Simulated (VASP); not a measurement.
Input of a VASP 6.6.1 run:

Contents of INCAR:

```
PREC = Accurate
ENCUT = 600
EDIFF = 1E-6
ISMEAR = 0
SIGMA = 0.02
LREAL = F
LASPH = T
NELM = 80
ALGO = Normal
ISIF = 3
LWAVE = F
LCHARG = F
GGA = PS
IBRION = 2
NSW = 100
EDIFFG = -0.005
```

The input KPOINTS:

```
Automatic mesh
0
Gamma
  6 6 8
```

The input POSCAR:

```
HfO2
1.0
    4.8135329900      0.0000000000      0.0000000000
    0.0000000000      4.8135329900      0.0000000000
    0.0000000000      0.0000000000      3.2054154100
Hf O
2 4
Direct
    0.0000000000      0.0000000000      0.0000000000
    0.5000000000      0.5000000000      0.5000000000
    0.1949551200      0.8050448800      0.5000000000
    0.3050448800      0.3050448800      0.0000000000
    0.6949551200      0.6949551200      0.0000000000
    0.8050448800      0.1949551200      0.5000000000
```

Potentials or basis: VASP PAW PBE potentials, release 64 (Hf_pv, O).

The run is started by

```bash
$ cat potpaw_PBE.64/Hf_pv/POTCAR potpaw_PBE.64/O/POTCAR > POTCAR
$ mpirun -np 1 vasp_std > vasp.out
```

(1) What does it give for the space group after relaxing (to 0.05 Å)?

(2) Predict the band gap on the k mesh.

(3) Estimate the relaxed cell.

(4) Predict the relaxed volume.

Answers

(1) P4_2/mnm (No. 136).

(2) 3.89 eV, direct.

(3) a = 4.809 Å, b = 4.809 Å, c = 3.198 Å, α = 90.00°, β = 90.00°, γ = 90.00°.

(4) 12.33 Å³/atom.

Caveat: the PAW data sets were made with another functional, which shifts forces and pressure a little; spin-orbit coupling is left out, which moves the levels of the heavy elements.
